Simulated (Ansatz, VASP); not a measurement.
**Two plane-wave programs on Rh**

POSCAR

```
Rh
1.0
    0.0000000000      1.9000000000      1.9000000000
    1.9000000000      0.0000000000      1.9000000000
    1.9000000000      1.9000000000      0.0000000000
Rh
1
Direct
    0.0000000000      0.0000000000      0.0000000000
```

Contents of INCAR.step1:

```
SYSTEM = Rh
PREC = Accurate
ENCUT = 520
ISMEAR = 0
SIGMA = 0.05
LREAL = .False.
LASPH = .True.
NELM = 100
NBANDS = 14
GGA = PE
ALGO = Normal
EDIFF = 1E-4
LWAVE = .True.
LCHARG = .False.
```

File INCAR.step2:

```
SYSTEM = Rh
PREC = Accurate
ENCUT = 520
EDIFF = 1E-6
ISMEAR = 0
SIGMA = 0.05
LREAL = .False.
LASPH = .True.
NELM = 100
ALGO = Normal
ISIF = 2
LWAVE = .False.
LCHARG = .False.
METAGGA = R2SCAN
LMIXTAU = .True.
NBANDS = 14
ISTART = 1
```

The input KPOINTS:

```
Automatic mesh
0
Gamma
  16 16 16
  0 0 0
```

Input for Ansatz:

```yaml
crystal:
  lattice:
    - [0.0, 1.9, 1.9]
    - [1.9, 0.0, 1.9]
    - [1.9, 1.9, 0.0]
  atoms:
    - { symbol: Rh, position: [0.0, 0.0, 0.0] }
basis:
  ecutwfc: 500
  ecutrho_ratio: 4
kpoints:
  mp_grid: { grid: [16, 16, 16] }
hamiltonian:
  xc: r2scan
scf:
  occupations: { method: gaussian, width: 0.05 }
output:
  forces: true
  stress: true
  eigenvalues: true
  eigenstates:
    nscf_kmesh: { grid: [28, 28, 28] }
    de_dk: true
    e_range: [-2.5, 2.5]
  write_density: true
  write_potential: true
  elf: true
  volumetric_format: npy
```

Alike in both runs: task single point; functional r2SCAN; k mesh 16 × 16 × 16; occupations gaussian, width 0.05 eV; no spin polarisation.

|  | VASP | Ansatz |
| --- | --- | --- |
| version | VASP 6.6.1 | Ansatz 0.2.0 |
| potentials or method | VASP PAW PBE potentials, release 64 (Rh_pv), cutoff 520 eV | scalar-relativistic, plane waves, PAW |
| valence electrons in the cell | 15 | 17 |

|  | VASP | Ansatz | Ansatz less VASP |
| --- | --- | --- | --- |
| gap on the k mesh at the Fermi level (eV) | none | none | - |
| pressure (GPa) | 1.2 | 0.0 | -1.21 |

VASP's potentials were made for PBE, not for r2SCAN. A gap of «none» marks a metal or a gap that the smearing closes. VASP's potentials hold 15 valence electrons a cell and Ansatz's 17, so a difference there can come from the potentials and not from the codes.
